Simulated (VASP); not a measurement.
BeTe: single point with PBE

BeTe:

```
Be Te
1.0
     0.00000    2.72813    2.72813
     2.72813    0.00000    2.72813
     2.72813    2.72813    0.00000
Be Te
1 1
Cartesian
  0.0000 0.0000 0.0000
  1.3641 1.3641 1.3641
```

| Property | Result |
| --- | --- |
| Program | VASP 6.6.1 |
| Task | single point |
| Functional | PBE |
| Potentials or basis | VASP PAW PBE potentials, release 64 (Be, Te) |
| Cutoff | 520 eV |
| k mesh | 6 × 6 × 6 |
| Occupations | gaussian, width 0.1 eV |
| Spin | no spin polarisation |

```yaml
Pressure: 8.2 GPa
Band_gap_on_the_k_mesh: 1.72 eV, indirect (least direct gap 3.51 eV)
```

Levels at points of the mesh, in eV from the valence-band top:
```csv
k point,band 1,band 2,band 3,band 4,band 5,band 6,band 7,band 8
"(0.00, 0.00, 0.00)",-12.97,0.00,0.00,0.00,3.51,3.51,3.51,4.55
"(0.50, 0.00, 0.00)",-11.37,-6.18,-1.30,-1.30,3.34,4.53,4.53,7.75
"(0.50, 0.50, 0.00)",-10.78,-5.65,-3.02,-3.02,1.72,2.51,10.32,10.32
```

It took 7.1 s on 1 thread of Intel(R) Xeon(R) Platinum 8488C (Sapphire Rapids) (shared host), peak memory 0.16 GiB.

Caveat: spin-orbit coupling is left out, which moves the levels of the heavy elements. A k mesh can miss the band edges.
